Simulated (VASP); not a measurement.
The system is Mo3As.

```
Mo As
1.0
     3.98971    0.00000    0.00000
     0.00000    3.98971    0.00000
     0.00000    0.00000    3.98971
Mo As
3 1
Direct
  0.00000 0.50000 0.50000
  0.50000 0.00000 0.50000
  0.50000 0.50000 0.00000
  0.00000 0.00000 0.00000
```

* Program: VASP 6.6.1
* Task: relaxation of cell and atoms
* Functional: PBE
* Potentials or basis: VASP PAW PBE potentials, release 64 (Mo_sv, As)
* Cutoff: 600 eV
* k mesh: 4 × 4 × 4
* Occupations: gaussian, width 0.1 eV
* Spin: no spin polarisation

At the start: pressure -5.2 GPa; volume 15.88 Å³/atom.

Problem. How do energy, volume and symmetry change on relaxing?

Solution. Over 3 steps the energy falls by 6.5 meV/atom and the volume is 15.49 Å³/atom (-2.4 %); space group Pm-3m (No. 221, to 0.05 Å).

Step by step:
| step | energy change (eV) | largest force (eV/Å) | pressure (GPa) | volume (Å³) |
| --- | --- | --- | --- | --- |
| 1 | 0.0000 | 0.0000 | -5.20 | 63.51 |
| 2 | 0.0888 | 0.0000 | 12.56 | 58.89 |
| 3 | -0.0258 | 0.0000 | -0.09 | 61.98 |

Final structure:
```
CELL_PARAMETERS angstrom
3.95744 0.00000 0.00000
0.00000 3.95744 0.00000
0.00000 0.00000 3.95744
ATOMIC_POSITIONS crystal
Mo 0.00000 0.50000 0.50000
Mo 0.50000 0.00000 0.50000
Mo 0.50000 0.50000 0.00000
As 0.00000 0.00000 0.00000
```

Caveat: the k points lie up to 0.40 Å⁻¹ apart in the final cell.
